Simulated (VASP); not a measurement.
The system is As.

```
CELL_PARAMETERS angstrom
1.79376 -2.57176 0.00000
1.79376 2.57176 0.00000
0.00000 0.00000 2.64356
ATOMIC_POSITIONS crystal
As 0.00000 0.00000 0.00000
```

The cell was built from a structure type or drawn by symmetry, and may not be a known phase.

* Program: VASP 6.6.1
* Task: relaxation of cell and atoms
* Functional: PBE
* Potentials or basis: VASP PAW PBE potentials, release 64 (As)
* Cutoff: 600 eV
* k mesh: 6 × 6 × 6
* Occupations: gaussian, width 0.1 eV
* Spin: no spin polarisation

At the start: pressure -6.4 GPa; volume 24.39 Å³/atom.

Problem. How do energy, volume and symmetry change on relaxing?

Solution. Over 19 steps the energy falls by 359.3 meV/atom and the volume is 20.71 Å³/atom (-15.1 %); space group Cmmm (No. 65, to 0.1 Å) before, Pm-3m (No. 221, to 0.1 Å).

The path:
```csv
step,energy change (eV),largest force (eV/Å),pressure (GPa),volume (Å³)
1,0.0000,0.0000,-6.43,24.39
2,-0.2199,0.0000,-1.14,20.98
3,-0.2204,0.0000,-0.73,20.86
4,-0.2627,0.0000,2.51,20.13
5,-0.2672,0.0000,3.74,19.90
6,-0.2805,0.0000,5.92,19.45
7,-0.2736,0.0000,10.15,18.52
8,-0.2816,0.0000,7.93,18.90
9,-0.2983,0.0000,7.36,18.99
10,-0.3318,0.0000,5.71,19.22
11,-0.3332,0.0000,5.45,19.26
12,-0.3460,0.0000,3.65,19.66
13,-0.3574,0.0000,0.64,20.52
14,-0.3577,0.0000,0.29,20.66
15,-0.3578,0.0000,0.09,20.74
16,-0.3581,0.0000,0.09,20.74
17,-0.3588,0.0000,0.09,20.73
18,-0.3593,0.0000,0.22,20.71
19,-0.3593,0.0000,0.20,20.71
```

Final structure:
```xyz
1
Lattice="1.9484 -1.9387 0.0000 1.9484 1.9387 0.0000 0.0000 0.0000 2.7413" Properties=species:S:1:pos:R:3 pbc="T T T"
As    0.0000    0.0000    0.0000
```

Caveat: the k points lie up to 0.38 Å⁻¹ apart in the final cell, too coarse for converged energies and pressures of a metal; the volume moved by over 15 % at a fixed basis, so the end points are rough.
